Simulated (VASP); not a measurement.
Write the native input for VASP 6.6.1 that does the following.

```
Task                   : single point
Functional             : PBE
Potentials or basis    : VASP PAW PBE potentials, release 64 (Ta_pv, Mn_pv, N)
Cutoff                 : 520 eV
k mesh                 : 14 × 14 × 10
Occupations            : gaussian, width 0.1 eV
Spin                   : collinear spin, ferromagnetic start
Starting moments       : [0.0, 3.56, 0.0, 0.0] μB
Dipole correction      : no
Further INCAR settings : ALGO = Fast; EDIFF = 1e-06; NBANDS = 29
```

The structure of TaMnN2 lies in POSCAR:

```
TaMnN2
1.0
    3.3294533260      0.0000000000      0.0000000000
    0.0000000000      3.3294533260      0.0000000000
    0.0000000000      0.0000000000      4.6131720242
Ta Mn N
1 1 2
Direct
    0.0000000000      0.0000000000      0.5000000000
    0.5000000000      0.5000000000      0.0000000000
    0.5000000000      0.0000000000      0.2608646916
    0.0000000000      0.5000000000      0.7391353084
```

The cell was generated, and may not be a known phase.

These files were run (other wordings do the same):

INCAR

```
ALGO = Fast
EDIFF = 1E-6
ENCUT = 520
GGA = PE
ISIF = 2
ISMEAR = 0
ISPIN = 2
LASPH = True
LCHARG = False
LMAXMIX = 4
LORBIT = 11
LREAL = False
LWAVE = False
MAGMOM = 0 3.56 0 0
NBANDS = 29
NELM = 150
PREC = Accurate
SIGMA = 0.1
```

KPOINTS

```
k-points
0
Gamma
  14 14 10
```

Potentials or basis: VASP PAW PBE potentials, release 64 (Ta_pv, Mn_pv, N).

Command:

```console
$ cat potpaw_PBE.64/Ta_pv/POTCAR potpaw_PBE.64/Mn_pv/POTCAR potpaw_PBE.64/N/POTCAR > POTCAR
$ mpirun -np 1 vasp_std > vasp.out
```

It gave:

```json
{
 "Pressure": "0.6 GPa",
 "Largest force": "0.015 eV/Å",
 "Net moment": "3.85 μB per cell",
 "Site moments": "Ta +0.03; Mn +3.63; N +0.03 μB",
 "Valence electrons inside the program's atomic spheres": "Ta 9.00; Mn 11.56; N 3.76"
}
```

Caveat: a cell with one magnetic atom can't hold antiferromagnetic order, which such compounds often take.

It took 15 min on 1 thread of Oxide Virtual Turin-like Processor, on a shared host, peak memory 0.54 GiB.
